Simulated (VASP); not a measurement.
Cu, 1 atom in the cell. Symmetry: Im-3m, No. 229, cubic system. Conventional cell: a = 2.831 Å, b = 2.831 Å, c = 2.831 Å, α = 90.00°, β = 90.00°, γ = 90.00°. Within 3.2 Å of Cu (site symmetry m-3m) lie 14 Cu at 2.45 to 2.83 Å. 

- Program: VASP 6.6.1
- Task: single point
- Functional: PBEsol
- Potentials or basis: VASP PAW PBE potentials, release 64 (Cu)
- Cutoff: 520 eV
- k mesh: 20 × 20 × 20
- Occupations: gaussian, width 0.1 eV
- Spin: no spin polarisation
- Dipole correction: no
- Further INCAR settings: ALGO = Normal; EDIFF = 1e-07; NBANDS = 12

Potentials or basis: VASP PAW PBE potentials, release 64 (Cu).

Run with:

```bash
$ cat potpaw_PBE.64/Cu/POTCAR > POTCAR
$ mpirun -np 1 vasp_std > vasp.out
```

Hardware: 1 thread of Intel(R) Xeon(R) 6975P-C (Granite Rapids), on a shared host.

Problem. Estimate the wall time of this run.

Solution. Wall time 11 s on 1 thread of Intel(R) Xeon(R) 6975P-C (Granite Rapids), on a shared host, peak memory 0.14 GiB. Counts: scf iterations 12, k points 256.
